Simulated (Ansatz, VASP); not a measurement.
AgBr: VASP beside Ansatz

```
Ag Br
1.0
     0.00000    2.83769    2.82350
     2.83769    0.00000    2.82350
     2.83769    2.83769    0.00000
Ag Br
1 1
Direct
  0.00000 0.00000 0.00000
  0.50000 0.50000 0.50000
```

Change from the starting cell: z stretched by -0.5 %, x and y held.

Alike in both runs: task single point; functional PBEsol; k mesh 6 × 6 × 6; occupations fermi-dirac, width 0.01 eV; non-collinear spin, spin-orbit coupling.

|  | VASP | Ansatz |
| --- | --- | --- |
| version | VASP 6.6.1 | Ansatz 0.2.0 |
| potentials or method | VASP PAW PBE potentials, release 64 (Ag, Br), cutoff 500 eV | all-electron LAPW |

VASP gave:

```
pressure (GPa)                                                : 0.2
traceless stress, the component that is largest in VASP (GPa) : 0.13
net moment per atom (μB)                                      : 0.00
```

Estimate Ansatz's values.

pressure (GPa): 0.3; traceless stress, the component that is largest in VASP (GPa): 0.13; net moment per atom (μB): 0.00.

VASP's potentials were made for PBE, not for PBEsol. Ansatz ran all-electron here, and VASP with PAW potentials.
